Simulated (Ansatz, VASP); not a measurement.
# One calculation of Si3C, two programs

```
CELL_PARAMETERS angstrom
6.44849 0.00000 0.00000
-3.22425 5.58456 0.00000
0.00000 0.00000 2.79915
ATOMIC_POSITIONS crystal
Si 0.38953 0.19477 0.75000
Si 0.80523 0.19477 0.75000
Si 0.80523 0.61047 0.75000
Si 0.61047 0.80523 0.25000
Si 0.19477 0.80523 0.25000
Si 0.19477 0.38953 0.25000
C 0.66667 0.33333 0.25000
C 0.33333 0.66667 0.75000
```

Change from the starting cell: species swapped into the KSn3 type (P6_3/mmc, No. 194).

Alike in both runs: task relaxation of cell and atoms; functional PBE; k mesh 3 × 3 × 6; occupations gaussian, width 0.1 eV; no spin polarisation.

```csv
,VASP,Ansatz
version,VASP 6.6.1,Ansatz 0.2.0
potentials or method,"VASP PAW PBE potentials, release 64 (Si, C), cutoff 600 eV","scalar-relativistic, plane waves, PAW"
valence electrons in the cell,32,32
```

```csv
,VASP,Ansatz,Ansatz less VASP
"gap on the k mesh at the Fermi level, each at its own relaxed structure (eV)",none,none,-
relaxed volume (Å³/atom),12.68,12.70,+0.018
relaxed cell length with the largest relative difference (Å),6.582,6.586,+0.0036
```

A gap of «none» marks a metal or a gap that the smearing closes.

The k mesh is coarse, so the values compare programs but aren't converged.
